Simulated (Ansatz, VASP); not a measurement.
# One calculation of TiO2, two programs

```
Ti O
1.0
     9.51996    0.00000    0.00000
     0.00000    2.97576    0.00000
     0.00000    0.00000    4.97020
Ti O
4 8
Direct
  0.13781 0.25000 0.91884
  0.86219 0.75000 0.08116
  0.36219 0.75000 0.41884
  0.63781 0.25000 0.58116
  0.26659 0.25000 0.63339
  0.73341 0.75000 0.36661
  0.23341 0.75000 0.13339
  0.76659 0.25000 0.86661
  0.96964 0.25000 0.20334
  0.03036 0.75000 0.79666
  0.53036 0.75000 0.70334
  0.46964 0.25000 0.29666
```

Alike in both runs: functional PBE; k mesh 4 × 8 × 6; occupations gaussian, width 0.02 eV; no spin polarisation.

Ansatz relaxed the structure, and its values are those at the end. VASP's run is a single point on that final structure, the one shown.

```csv
,VASP,Ansatz
version,VASP 6.6.1,Ansatz 0.2.0
potentials or method,"VASP PAW PBE potentials, release 64 (Ti_sv, O), cutoff 520 eV","scalar-relativistic, plane waves, PAW"
valence electrons in the cell,96,96
```

VASP gave:

* gap on the k mesh at the Fermi level (eV): 2.55
* least direct gap on the mesh (eV): 2.69
* pressure (GPa): 0.7
* rms of the force components (eV/Å): 0.029

Question: Which values does Ansatz return?

Answer: gap on the k mesh at the Fermi level (eV): 2.57; least direct gap on the mesh (eV): 2.71; pressure (GPa): 0.0; rms of the force components (eV/Å): 0.001.

With one functional, cell and mesh, what is left measures potentials, basis and numerics.
